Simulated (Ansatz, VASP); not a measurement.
Two plane-wave programs on Y2Si2F

```xyz
5
Lattice="3.7796 0.0000 0.0000 -1.8898 3.2733 0.0000 0.0000 0.0000 7.9655" Properties=species:S:1:pos:R:3 pbc="T T T"
Y     0.0000    0.0000    6.1280
Y     0.0000    0.0000    1.8375
Si    0.0000    2.1822    3.9827
Si    1.8898    1.0911    3.9827
F     0.0000    0.0000    0.0000
```

Alike in both runs: task relaxation of cell and atoms; functional PBE; k mesh 6 × 6 × 2; occupations gaussian, width 0.1 eV; no spin polarisation.

|  | VASP | Ansatz |
| --- | --- | --- |
| version | VASP 6.6.1 | Ansatz 0.2.0 |
| potentials or method | VASP PAW PBE potentials, release 64 (Y_sv, Si, F), cutoff 600 eV | scalar-relativistic, plane waves, PAW |
| valence electrons in the cell | 37 | 37 |

|  | VASP | Ansatz | Ansatz less VASP |
| --- | --- | --- | --- |
| gap on the k mesh at the Fermi level, each at its own relaxed structure (eV) | none | none | - |
| relaxed volume (Å³/atom) | 23.56 | 23.61 | +0.052 |
| relaxed cell length with the largest relative difference (Å) | 7.971 | 7.979 | +0.0080 |

A gap of «none» marks a metal or a gap that the smearing closes.

The k mesh is coarse, so the values compare programs but aren't converged. Noted on VASP's run: the volume moved by over 15 % at a fixed basis, so the end points are rough.
